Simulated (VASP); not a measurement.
# La (Im-3m) in VASP: settings compared

La is run at these levels: PBE+D3(BJ), PBE; tasks: single point.

Everything below comes from runs of VASP 6.6.1. Logs are shortened: lines on timing, memory, paths and dates and some standing lists are left out, and cuts for length are marked.

## Step 1: The cell of the first run

The structure is cubic, space group Im-3m (No. 229). The conventional cell has a = 3.859 Å, b = 3.859 Å, c = 3.859 Å, α = 90.00°, β = 90.00°, γ = 90.00°. La (site symmetry m-3m) has 14 La at 3.34 to 3.86 Å within 4.4 Å.

This isn't the form of La at room conditions, which is double hcp.

## Step 2: Single point, PBE+D3(BJ)

Input file INCAR:

```
PREC = Accurate ; ENCUT = 520
EDIFF = 1E-6 ; ISMEAR = -1
SIGMA = 0.08 ; LREAL = F
LASPH = T ; NELM = 100
ALGO = Normal ; ISIF = 2
LWAVE = F ; LCHARG = F
GGA = PE ; IVDW = 12
NBANDS = 12
```

Input file KPOINTS:

```
Automatic mesh
0
Gamma
  13 13 13
```

Input file POSCAR:

```
La
1.0
   -1.9296393454      1.9296393454      1.9296393454
    1.9296393454     -1.9296393454      1.9296393454
    1.9296393454      1.9296393454     -1.9296393454
La
1
Direct
    0.0000000000      0.0000000000      0.0000000000
```

Potentials or basis: VASP PAW PBE potentials, release 64 (La).

Run with:

```sh
$ cat potpaw_PBE.64/La/POTCAR > POTCAR
$ mpirun -np 1 vasp_std > vasp.out
```

OUTCAR:

```text
PREC = Accurate
   ENCUT = 520
   EDIFF = 1E-6
   ISMEAR = -1
   LREAL = F
   LASPH = T
   NELM = 100
   ISIF = 2
   GGA = PE
   IVDW = 12
 IVDW          = 12

 ion  position               nearest neighbor table
   1  0.000  0.000  0.000-

  LATTYP: Found a body centered cubic cell.
 ALAT       =     3.8592786908

  Lattice vectors:

 A1 = (  -1.9296393454,   1.9296393454,   1.9296393454)
 A2 = (   1.9296393454,  -1.9296393454,   1.9296393454)
 A3 = (   1.9296393454,   1.9296393454,  -1.9296393454)

Analysis of symmetry for initial positions (statically):
=====================================================================
 Subroutine PRICEL returns:
 Original cell was already a primitive cell.

 Routine SETGRP: Setting up the symmetry group for a
 body centered cubic supercell.

 Subroutine GETGRP returns: Found 48 space group operations
 (whereof 48 operations were pure point group operations)
 out of a pool of 48 trial point group operations.

The static configuration has the point symmetry O_h .

Analysis of symmetry for dynamics (positions and initial velocities):
=====================================================================
 Subroutine PRICEL returns:
 Original cell was already a primitive cell.

 Routine SETGRP: Setting up the symmetry group for a
 body centered cubic supercell.

 Subroutine GETGRP returns: Found 48 space group operations
 (whereof 48 operations were pure point group operations)
 out of a pool of 48 trial point group operations.

The dynamic configuration has the point symmetry O_h .

 Subroutine INISYM returns: Found 48 space group operations
 (whereof 48 operations are pure point group operations),
 and found     1 'primitive' translations

----------------------------------------------------------------------------------------

                                     Primitive cell

  volume of cell :      28.7401

  direct lattice vectors                    reciprocal lattice vectors
    -1.929639345  1.929639345  1.929639345     0.000000000  0.259115778  0.259115778
     1.929639345 -1.929639345  1.929639345     0.259115778  0.000000000  0.259115778
     1.929639345  1.929639345 -1.929639345     0.259115778  0.259115778  0.000000000

  length of vectors
     3.342233387  3.342233387  3.342233387     0.366445047  0.366445047  0.366445047

  position of ions in fractional coordinates (direct lattice)
[... 82 lines left out ...]
   NFREE  =      0    steps in history (QN), initial steepest desc. (CG)
   ISIF   =      2    stress and relaxation
   ISYM   =      2    0-nonsym 1-usesym 2-fastsym
   POTIM  = 0.5000    time-step for ionic-motion
   TEBEG  =    0.0;   TEEND  =   0.0 temperature during run
   PSTRESS=    0.0 pullay stress
   NELECT =      11.0000    total number of electrons
   NUPDOWN=      -1.0000    fix difference up-down
   EMIN   =  10.00;   EMAX   =-10.00  energy-range for DOS
   EFERMI =   0.00;   METHOD = LEGACY
   ISMEAR =    -1;   SIGMA  =   0.08  broadening in eV -4-tet -1-fermi 0-gaus
   EFERMI_NEDOS =   21; number of points for ismear=-14 and -15
   IALGO  =     38    algorithm
   IMIX   =      4    mixing-type and parameters
     AMIX     =   0.40;   BMIX     =  1.00
     AMIX_MAG =   1.60;   BMIX_MAG =  1.00
  volume/ion in A,a.u.               =      28.74       193.95
  Fermi-wavevector in a.u.,A,eV,Ry     =   1.188620  2.246165 19.222539  1.412817
  Thomas-Fermi vector in A             =   2.324745
   LORBIT       =      0    0 simple, 1 ext, 2 COOP (PROOUT), +10 PAW based schemes
   GGA     = PE    functional components
   LHFCALC =     F    Hartree Fock is set to
   AEXX    =    0.0000 exact exchange contribution
   IVDW    =    12    specifies the selected vdW correction
   LEPSILON=     F    determine dielectric tensor
   LRPA    =     F    only Hartree local field effects (RPA)
 non-spin polarized calculation
  energy-cutoff  :      520.00
  volume of cell :       28.74
 maximum number of plane-waves:       784
 NGX is ok and might be reduce to    28
   NGX = 13   NGY = 13   NGZ = 13

 number of electron      11.0000000 magnetization

 Free energy of the ion-electron system (eV)
  ---------------------------------------------------
  ext. energy  EPLUGINS =         0.00000000
  ---------------------------------------------------
  free energy    TOTEN  =        -4.53464221 eV

  energy without entropy =       -4.48076716  energy(sigma->0) =       -4.50770468

 E-fermi :  10.5352     XC(G=0): -10.6550

 val. band max:       10.5216693732   @ k =   0.1538   0.1538   0.1538
 cond. band min:      10.5462136976   @ k =   0.2308   0.1538   0.1538
 fundamental gap:      0.0245443244
 Fermi energy:        10.5352404429

 k-point     1 :       0.0000    0.0000    0.0000
  band No.  band energies     occupation
      1     -22.1139      2.00000
      2      -4.3388      2.00000
      3      -4.3388      2.00000
      4      -4.3388      2.00000
      5       7.8860      2.00000
      6      12.3044      0.00000
      7      12.3044      0.00000
      8      12.3044      0.00000
      9      12.3555      0.00000
     10      12.3555      0.00000
     11      12.3555      0.00000
     12      13.6151      0.00000
[... 331 lines left out ...]
 k-point    24 :       0.2308    0.0769    0.0769
  band No.  band energies     occupation
      1     -21.7256      2.00000
      2      -6.3412      2.00000
      3      -4.9712      2.00000
      4      -4.5425      2.00000
      5       9.4907      2.00000
      6      10.4496      1.48937
      7      11.6938      0.00000
      8      12.5525      0.00000
      9      12.9842      0.00000
     10      13.1943      0.00000
     11      13.2528      0.00000
     12      13.5721      0.00000

 [... further k-points ...]

------------------------ aborting loop because EDIFF is reached ----------------------------------------

 Edisp (eV)   -0.53475

 E8    (eV) :    -0.3007

  FORCE on cell =-STRESS in cart. coord.  units (eV):
  Direction    XX          YY          ZZ          XY          YZ          ZX
  --------------------------------------------------------------------------------------
  -------------------------------------------------------------------------------------
  Total       1.26930     1.26930     1.26930     0.00000    -0.00000     0.00000
  in kB      70.75964    70.75964    70.75964     0.00000    -0.00000     0.00000
  external pressure =       70.76 kB  Pullay stress =        0.00 kB

 VOLUME and BASIS-vectors are now :
 -----------------------------------------------------------------------------
  energy-cutoff  :      520.00
  volume of cell :       28.74
      direct lattice vectors                 reciprocal lattice vectors
    -1.929639345  1.929639345  1.929639345     0.000000000  0.259115778  0.259115778
     1.929639345 -1.929639345  1.929639345     0.259115778  0.000000000  0.259115778
     1.929639345  1.929639345 -1.929639345     0.259115778  0.259115778  0.000000000

 POSITION                                       TOTAL-FORCE (eV/Angst)
 -----------------------------------------------------------------------------------
      0.00000      0.00000      0.00000        -0.000000      0.000000      0.000000
 -----------------------------------------------------------------------------------
    total drift:                               -0.000000      0.000000     -0.000000

  FREE ENERGIE OF THE ION-ELECTRON SYSTEM (eV)
  ---------------------------------------------------
  free  energy   TOTEN  =        -5.0693971460 eV

  energy  without entropy=       -5.0155220964  energy(sigma->0) =       -5.04245962
```

OSZICAR:

```text
N       E                     dE             d eps       ncg     rms          rms(c)
DAV:   1     0.885763218942E+02    0.88576E+02   -0.38252E+03  2088   0.124E+03
DAV:   2     0.129484299645E+01   -0.87281E+02   -0.82815E+02  2476   0.187E+02
DAV:   3    -0.435126945474E+01   -0.56461E+01   -0.54070E+01  2984   0.767E+01
DAV:   4    -0.457027518279E+01   -0.21901E+00   -0.21621E+00  3640   0.103E+01
DAV:   5    -0.458188866939E+01   -0.11613E-01   -0.11579E-01  3348   0.210E+00    0.339E+00
DAV:   6    -0.454510161223E+01    0.36787E-01   -0.28961E-02  3712   0.153E+00    0.194E+00
DAV:   7    -0.453098695378E+01    0.14115E-01   -0.40791E-02  3180   0.172E+00    0.269E-01
DAV:   8    -0.453272256453E+01   -0.17356E-02   -0.48064E-03  3128   0.574E-01    0.153E-01
DAV:   9    -0.453452738600E+01   -0.18048E-02   -0.79315E-03  3092   0.621E-01    0.651E-02
DAV:  10    -0.453464837088E+01   -0.12098E-03   -0.72976E-04  3860   0.210E-01    0.122E-02
DAV:  11    -0.453464077926E+01    0.75916E-05   -0.48523E-05  3504   0.712E-02    0.237E-02
DAV:  12    -0.453464138265E+01   -0.60339E-06   -0.36056E-05  3424   0.700E-02    0.779E-03
DAV:  13    -0.453464220914E+01   -0.82649E-06   -0.21885E-06  3472   0.181E-02
   1 F= -.50693971E+01 E0= -.50424596E+01  d E =-.538750E-01
```

stdout:

```text
POSCAR found type information on POSCAR La
 POSCAR found :  1 types and       1 ions
 scaLAPACK will be used
 LDA part: xc-table for (Slater+PW92), standard interpolation
 POSCAR, INCAR and KPOINTS ok, starting setup
 FFT: planning ... GRIDC
 FFT: planning ... GRID_SOFT
 FFT: planning ... GRID
 WAVECAR not read
 entering main loop
```

It took 82 s on 1 thread of Intel Xeon 8259CL, shared host; peak memory 0.2 GiB.

Results:

```
Free energy                : -5.0694 eV
Pressure                   : 7.1 GPa
Band gap on the k mesh     : zero (an odd number of electrons rules out a gap without spin polarisation)
Dispersion energy per atom : -0.535 eV
```

Caveat: three body term missing; the cell stands under pressure; spin-orbit coupling is left out, which moves the levels of the heavy elements.

## Step 3: Single point, PBE (34.79 Å³/atom)

This run uses another cell than the first one, of 34.79 Å³/atom.

Input file INCAR:

```
  ALGO = Normal
  EDIFF = 1E-7
  ENCUT = 520
  GGA = PE
  ISIF = 2
  ISMEAR = -1
  LASPH = True
  LCHARG = False
  LREAL = False
  LWAVE = False
  NBANDS = 12
  NELM = 60
  PREC = Accurate
  SIGMA = 0.08
```

Input file KPOINTS:

```
k-points
0
Gamma
  13 13 13
```

Input file POSCAR:

```
La
1.0
   -2.0565260931      2.0565260931      2.0565260931
    2.0565260931     -2.0565260931      2.0565260931
    2.0565260931      2.0565260931     -2.0565260931
La
1
Direct
    0.0000000000      0.0000000000      0.0000000000
```

Potentials or basis: VASP PAW PBE potentials, release 64 (La).

Run with:

```sh
$ cat potpaw_PBE.64/La/POTCAR > POTCAR
$ mpirun -np 1 vasp_std > vasp.out
```

Wall time 98 s (1 thread of Intel Xeon 8259CL, shared host); peak memory 0.19 GiB.

The run converged. Its results:

| Property | Result |
| --- | --- |
| Free energy | -4.7655 eV |
| Pressure | 2.6 GPa |
| Band gap on the k mesh | zero (an odd number of electrons rules out a gap without spin polarisation) |

Levels at points of the mesh, in eV from the Fermi level:
| k point | band 1 | band 2 | band 3 | band 4 | band 5 | band 6 | band 7 | band 8 | band 9 | band 10 |
| --- | --- | --- | --- | --- | --- | --- | --- | --- | --- | --- |
| (0.00, 0.00, 0.00) | -32.79 | -15.63 | -15.63 | -15.63 | -3.10 | 1.56 | 1.56 | 1.56 | 1.62 | 1.62 |

Caveat: spin-orbit coupling is left out, which moves the levels of the heavy elements.

## Step 4: Single point, PBE (34.79 Å³/atom)

This run uses another cell than the first one, of 34.79 Å³/atom.

Input file INCAR:

```
SYSTEM = La
ALGO = Normal ; EDIFF = 1E-7
ENCUT = 520 ; GGA = PE
ISIF = 2 ; ISMEAR = -1
LASPH = .TRUE. ; LCHARG = .FALSE.
LREAL = .FALSE. ; LWAVE = .FALSE.
NBANDS = 12 ; NELM = 80
PREC = Accurate ; SIGMA = 0.08
```

Input file KPOINTS:

```
k-points
0
G
  13 13 13
  0 0 0
```

POSCAR is that of step 3.

Run with:

```sh
$ cat potpaw_PBE.64/La/POTCAR > POTCAR
$ mpirun -np 1 vasp_std > vasp.out
```

It took 97 s on 1 thread of Intel Xeon 8259CL, shared host; peak memory 0.19 GiB.

The run converged. Its results:

| Item | Value |
| --- | --- |
| Free energy | -4.7655 eV |
| Pressure | 2.6 GPa |
| Band gap on the k mesh | zero (an odd number of electrons rules out a gap without spin polarisation) |

Levels at points of the mesh, in eV from the Fermi level:
```tsv
k point	band 3	band 4	band 5	band 6	band 7	band 8
(0.00, 0.00, 0.00)	-15.63	-15.63	-3.10	1.56	1.56	1.56
```

Caveat: spin-orbit coupling is left out, which moves the levels of the heavy elements.
